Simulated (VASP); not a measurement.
# Si2Ni (Fm-3m) in VASP: relaxation of cell and atoms with PBE

Aim: the relaxation of cell and atoms of Si2Ni with PBE.

Program: VASP 6.6.1. These are calculated values, not measurements. Logs are shortened: lines on timing, memory, paths and dates and some standing lists are left out, and cuts for length are marked.

**1. The cell of the first run**

The structure is cubic, space group Fm-3m (No. 225). Conventional cell: a = 5.447 Å, b = 5.447 Å, c = 5.447 Å, α = 90.00°, β = 90.00°, γ = 90.00°. Si (site symmetry -43m) has 4 Ni at 2.36 Å and 6 Si at 2.72 Å within 3.1 Å. Ni (site symmetry m-3m) has 8 Si at 2.36 Å within 3.1 Å.

**2. Relaxation of cell and atoms, PBE, collinear spin, ferromagnetic start**

INCAR

```
SYSTEM = Si2Ni
PREC     = Accurate       ! precision mode
ENCUT    = 600            ! plane-wave cutoff, eV
EDIFF    = 1E-7           ! SCF threshold, eV
ISMEAR   = 0              ! smearing method
SIGMA    = 0.1            ! smearing width, eV
LREAL    = .FALSE.        ! projectors in reciprocal space
LASPH    = .TRUE.         ! aspherical terms in the spheres
NELM     = 200            ! most SCF steps
ALGO     = Normal         ! electronic algorithm
ISIF     = 3              ! what is computed and relaxed
LWAVE    = .FALSE.        ! write WAVECAR
LCHARG   = .FALSE.        ! write CHGCAR
ISPIN    = 2              ! spin polarisation
MAGMOM   = 0 0 0 0 0 0 0 0 2 2 2 2 ! initial moments
LORBIT   = 11             ! projections on sites
LMAXMIX  = 4              ! l up to which the mixer works
GGA      = PE             ! functional
IBRION   = 2              ! ionic algorithm
NSW      = 80             ! ionic steps
EDIFFG   = -0.015         ! ionic threshold
GGA_COMPAT= .FALSE.      
NELMIN   = 4            
KPAR     = 4
```

KPOINTS

```
Automatic mesh
0
G
  6 6 6
  0 0 0
```

POSCAR

```
Si2Ni
1.0
    5.4467888498      0.0000000000      0.0000000000
    0.0000000000     -5.4467888498      0.0000000000
    0.0000000000      0.0000000000     -5.4467888498
Si Ni
8 4
Direct
    0.2500000000      0.2500000000      0.2500000000
    0.7500000000      0.7500000000      0.2500000000
    0.7500000000      0.2500000000      0.7500000000
    0.2500000000      0.7500000000      0.7500000000
    0.7500000000      0.7500000000      0.7500000000
    0.2500000000      0.2500000000      0.7500000000
    0.2500000000      0.7500000000      0.2500000000
    0.7500000000      0.2500000000      0.2500000000
    0.0000000000      0.0000000000      0.0000000000
    0.5000000000      0.5000000000      0.0000000000
    0.5000000000      0.0000000000      0.5000000000
    0.0000000000      0.5000000000      0.5000000000
```

Potentials or basis: VASP PAW PBE potentials, release 64 (Si, Ni).

The run is started by

```bash
cat potpaw_PBE.64/Si/POTCAR potpaw_PBE.64/Ni/POTCAR > POTCAR
mpirun -np 4 vasp_std > vasp.out
```

OUTCAR:

```text
SYSTEM = Si2Ni
   PREC = Accurate
   ENCUT = 600
   EDIFF = 1E-7
   ISMEAR = 0
   LREAL = .FALSE.
   LASPH = .TRUE.
   NELM = 200
   ISIF = 3
   ISPIN = 2
   LORBIT = 11
   GGA = PE
   IBRION = 2
   NSW = 80
   EDIFFG = -0.015
   NELMIN = 4

 ion  position               nearest neighbor table
   1  0.250  0.250  0.250-   9 2.36  10 2.36  11 2.36  12 2.36   7 2.72   8 2.72   6 2.72   6 2.72
                             7 2.72   8 2.72
   2  0.750  0.750  0.250-   9 2.36  10 2.36  11 2.36  12 2.36   7 2.72   8 2.72   5 2.72   5 2.72
                             8 2.72   7 2.72
   3  0.750  0.250  0.750-   9 2.36  10 2.36  11 2.36  12 2.36   6 2.72   8 2.72   5 2.72   8 2.72
                             5 2.72   6 2.72
   4  0.250  0.750  0.750-   9 2.36  10 2.36  11 2.36  12 2.36   6 2.72   7 2.72   5 2.72   7 2.72
                             6 2.72   5 2.72
   5  0.750  0.750  0.750-   9 2.36  10 2.36  11 2.36  12 2.36   3 2.72   4 2.72   2 2.72   2 2.72
                             3 2.72   4 2.72
   6  0.250  0.250  0.750-   9 2.36  10 2.36  11 2.36  12 2.36   3 2.72   4 2.72   1 2.72   1 2.72
                             4 2.72   3 2.72
   7  0.250  0.750  0.250-   9 2.36  10 2.36  11 2.36  12 2.36   2 2.72   4 2.72   1 2.72   4 2.72
                             1 2.72   2 2.72
   8  0.750  0.250  0.250-   9 2.36  10 2.36  11 2.36  12 2.36   2 2.72   3 2.72   1 2.72   3 2.72
                             2 2.72   1 2.72
   9  0.000  0.000  0.000-   1 2.36   2 2.36   3 2.36   4 2.36   5 2.36   6 2.36   7 2.36   8 2.36

  10  0.500  0.500  0.000-   1 2.36   2 2.36   3 2.36   4 2.36   5 2.36   6 2.36   7 2.36   8 2.36

  11  0.500  0.000  0.500-   1 2.36   2 2.36   3 2.36   4 2.36   5 2.36   6 2.36   7 2.36   8 2.36

  12  0.000  0.500  0.500-   1 2.36   2 2.36   3 2.36   4 2.36   5 2.36   6 2.36   7 2.36   8 2.36

  LATTYP: Found a simple cubic cell.
 ALAT       =     5.4467888498

  Lattice vectors:

 A1 = (   5.4467888498,   0.0000000000,   0.0000000000)
 A2 = (   0.0000000000,  -5.4467888498,   0.0000000000)
 A3 = (   0.0000000000,   0.0000000000,  -5.4467888498)

Analysis of symmetry for initial positions (statically):
=====================================================================
 Subroutine PRICEL returns following result:

  LATTYP: Found a face centered cubic cell.
 ALAT       =     5.4467888498
[... 12 lines left out ...]
 Subroutine GETGRP returns: Found 48 space group operations
 (whereof 48 operations were pure point group operations)
 out of a pool of 48 trial point group operations.

The static configuration has the point symmetry O_h .

Analysis of symmetry for dynamics (positions and initial velocities):
=====================================================================
 Subroutine PRICEL returns following result:

  LATTYP: Found a face centered cubic cell.
 ALAT       =     5.4467888498
[... 12 lines left out ...]
 Subroutine GETGRP returns: Found 48 space group operations
 (whereof 48 operations were pure point group operations)
 out of a pool of 48 trial point group operations.

The dynamic configuration has the point symmetry O_h .

Analysis of structural, dynamic, and magnetic symmetry:
=====================================================================
 Subroutine PRICEL returns following result:

  LATTYP: Found a face centered cubic cell.
 ALAT       =     5.4467888498
[... 12 lines left out ...]
 Subroutine GETGRP returns: Found 48 space group operations
 (whereof 48 operations were pure point group operations)
 out of a pool of 48 trial point group operations.

The overall configuration has the point symmetry O_h .

 Subroutine INISYM returns: Found 48 space group operations
 (whereof 48 operations are pure point group operations),
 and found     4 'primitive' translations

----------------------------------------------------------------------------------------

                                     Primitive cell
[... 158 lines left out ...]
     0.000000000 -5.446788850  0.000000000     0.000000000 -0.183594413  0.000000000
     0.000000000  0.000000000 -5.446788850     0.000000000  0.000000000 -0.183594413

 POSITION                                       TOTAL-FORCE (eV/Angst)
 -----------------------------------------------------------------------------------
      1.36170     -1.36170     -1.36170        -0.000000      0.000000     -0.000000
      4.08509     -4.08509     -1.36170         0.000000     -0.000000      0.000000
      4.08509     -1.36170     -4.08509        -0.000000      0.000000      0.000000
      1.36170     -4.08509     -4.08509         0.000000      0.000000      0.000000
      4.08509     -4.08509     -4.08509        -0.000000     -0.000000      0.000000
      1.36170     -1.36170     -4.08509         0.000000      0.000000      0.000000
      1.36170     -4.08509     -1.36170        -0.000000     -0.000000     -0.000000
      4.08509     -1.36170     -1.36170        -0.000000      0.000000     -0.000000
      0.00000      0.00000      0.00000        -0.000000      0.000000     -0.000000
      2.72339     -2.72339      0.00000         0.000000     -0.000000      0.000000
      2.72339      0.00000     -2.72339         0.000000      0.000000     -0.000000
      0.00000     -2.72339     -2.72339         0.000000     -0.000000     -0.000000
 -----------------------------------------------------------------------------------
    total drift:                                0.000000     -0.000000      0.000000

  FREE ENERGIE OF THE ION-ELECTRON SYSTEM (eV)
  ---------------------------------------------------
  free  energy   TOTEN  =       -69.4789354748 eV

  energy  without entropy=      -69.4508822314  energy(sigma->0) =      -69.46490885

--------------------------------------- Ionic step        2  -------------------------------------------

 number of electron      72.0000049 magnetization       0.0000019

 number of electron      72.0000049 magnetization      -0.0000004

 Free energy of the ion-electron system (eV)
  ---------------------------------------------------
  ext. energy  EPLUGINS =         0.00000000
  ---------------------------------------------------
  free energy    TOTEN  =       -69.47901795 eV

  energy without entropy =      -69.45126979  energy(sigma->0) =      -69.46514387

 E-fermi :  10.0770     XC(G=0): -11.4728

 val. band max:       10.0620688337   @ k =   0.1667   0.1667   0.1667
 cond. band min:      10.1486097332   @ k =   0.3333   0.1667   0.1667
 fundamental gap:      0.0865408995
 Fermi energy:        10.0770382144

 spin component 1

 k-point     1 :       0.0000    0.0000    0.0000
  band No.  band energies     occupation
      1      -3.5285      1.00000
      2       0.3661      1.00000
      3       0.3661      1.00000
      4       0.3661      1.00000
      5       2.2472      1.00000
      6       2.2472      1.00000
[... 989 lines left out ...]
     46      11.8906      0.00000
     47      11.8906      0.00000
 Fermi energy:        10.0770382144

 spin component 2

 k-point     1 :       0.0000    0.0000    0.0000
  band No.  band energies     occupation
      1      -3.5285      1.00000
      2       0.3661      1.00000
      3       0.3661      1.00000
      4       0.3661      1.00000
      5       2.2472      1.00000
      6       2.2472      1.00000
[... 989 lines left out ...]
     46      11.8906      0.00000
     47      11.8906      0.00000

------------------------ aborting loop because EDIFF is reached ----------------------------------------

  FORCE on cell =-STRESS in cart. coord.  units (eV):
  Direction    XX          YY          ZZ          XY          YZ          ZX
  --------------------------------------------------------------------------------------
  -------------------------------------------------------------------------------------
  Total       -0.1202769     -0.1202769     -0.1202769     -0.0000000      0.0000000      0.0000000
  in kB       -1.1898168     -1.1898168     -1.1898168     -0.0000000      0.0000000      0.0000000
  external PRESSURE =      -1.1898168 kB  Pullay stress =       0.0000000 kB

 VOLUME and BASIS-vectors are now :
 -----------------------------------------------------------------------------
  energy-cutoff  :      600.00
  volume of cell :      161.96
      direct lattice vectors                 reciprocal lattice vectors
     5.450934139  0.000000000  0.000000000     0.183454794 -0.000000000  0.000000000
    -0.000000000 -5.450934139  0.000000000     0.000000000 -0.183454794  0.000000000
     0.000000000 -0.000000000 -5.450934139     0.000000000  0.000000000 -0.183454794

 POSITION                                       TOTAL-FORCE (eV/Angst)
 -----------------------------------------------------------------------------------
      1.36273     -1.36273     -1.36273        -0.000000      0.000000     -0.000000
      4.08820     -4.08820     -1.36273        -0.000000      0.000000     -0.000000
      4.08820     -1.36273     -4.08820        -0.000000      0.000000     -0.000000
      1.36273     -4.08820     -4.08820        -0.000000     -0.000000     -0.000000
      4.08820     -4.08820     -4.08820        -0.000000     -0.000000     -0.000000
      1.36273     -1.36273     -4.08820        -0.000000     -0.000000     -0.000000
      1.36273     -4.08820     -1.36273        -0.000000      0.000000     -0.000000
      4.08820     -1.36273     -1.36273        -0.000000      0.000000     -0.000000
      5.45093     -5.45093     -0.00000         0.000000      0.000000      0.000000
      2.72547     -2.72547     -5.45093        -0.000000      0.000000      0.000000
      2.72547     -5.45093     -2.72547         0.000000     -0.000000      0.000000
      0.00000     -2.72547     -2.72547         0.000000      0.000000      0.000000
 -----------------------------------------------------------------------------------
    total drift:                                0.000000      0.000000      0.000000

  FREE ENERGIE OF THE ION-ELECTRON SYSTEM (eV)
  ---------------------------------------------------
  free  energy   TOTEN  =       -69.4790179501 eV

  energy  without entropy=      -69.4512697923  energy(sigma->0) =      -69.46514387

 reached required accuracy - stopping structural energy minimisation

 total charge

# of ion       s       p       d       tot
------------------------------------------
    1        0.748   0.826   0.000   1.574
    2        0.748   0.826   0.000   1.574
    3        0.748   0.826   0.000   1.574
    4        0.748   0.826   0.000   1.574
    5        0.748   0.826   0.000   1.574
    6        0.748   0.826   0.000   1.574
    7        0.748   0.826   0.000   1.574
    8        0.748   0.826   0.000   1.574
    9        0.547   0.759   8.441   9.746
   10        0.547   0.759   8.441   9.746
   11        0.547   0.759   8.441   9.746
   12        0.547   0.759   8.441   9.746
--------------------------------------------------
tot          8.169   9.642  33.763  51.575

 magnetization (x)

# of ion       s       p       d       tot
------------------------------------------
    1       -0.000  -0.000   0.000  -0.000
    2       -0.000  -0.000   0.000  -0.000
    3       -0.000  -0.000   0.000  -0.000
    4       -0.000  -0.000   0.000  -0.000
    5       -0.000  -0.000   0.000  -0.000
    6       -0.000  -0.000   0.000  -0.000
    7       -0.000  -0.000   0.000  -0.000
    8       -0.000  -0.000   0.000  -0.000
    9       -0.000   0.000  -0.000  -0.000
   10       -0.000   0.000  -0.000  -0.000
   11       -0.000   0.000  -0.000  -0.000
   12       -0.000   0.000  -0.000  -0.000
--------------------------------------------------
tot         -0.000  -0.000  -0.000  -0.000
```

Wall time 7.6 min (4 MPI ranks of Oxide Virtual Turin-like, shared host); peak memory 0.57 GiB.

Results:

| Quantity | Value |
| --- | --- |
| Free energy | -69.4790 eV |
| Relaxed volume | 13.50 Å³/atom |
| Relaxed cell | a = 5.451 Å, b = 5.451 Å, c = 5.451 Å, α = 90.00°, β = 90.00°, γ = 90.00° |
| Space group after relaxing (to 0.1 Å) | Fm-3m (No. 225) |
| Energy gained by relaxing | 0.0 meV/atom |
| Ionic steps | 2 |
| Pressure after relaxing | -0.1 GPa |
| Band gap on the k mesh | zero (filled and empty bands overlap) |
| Net moment | 0.00 μB per cell |
| Valence electrons inside the program's atomic spheres | Si 1.57; Ni 9.75 |

Final structure:
```xyz
12
Lattice="5.4509 0.0000 0.0000 0.0000 -5.4509 0.0000 0.0000 0.0000 -5.4509" Properties=species:S:1:pos:R:3 pbc="T T T"
Si    1.3627   -1.3627   -1.3627
Si    4.0882   -4.0882   -1.3627
Si    4.0882   -1.3627   -4.0882
Si    1.3627   -4.0882   -4.0882
Si    4.0882   -4.0882   -4.0882
Si    1.3627   -1.3627   -4.0882
Si    1.3627   -4.0882   -1.3627
Si    4.0882   -1.3627   -1.3627
Ni    5.4509   -5.4509    0.0000
Ni    2.7255   -2.7255   -5.4509
Ni    2.7255   -5.4509   -2.7255
Ni    0.0000   -2.7255   -2.7255
```

Caveat: the moments typed at the start vanished in this run.

The gap in the log of VASP goes by the Fermi energy; the results here count the filled bands.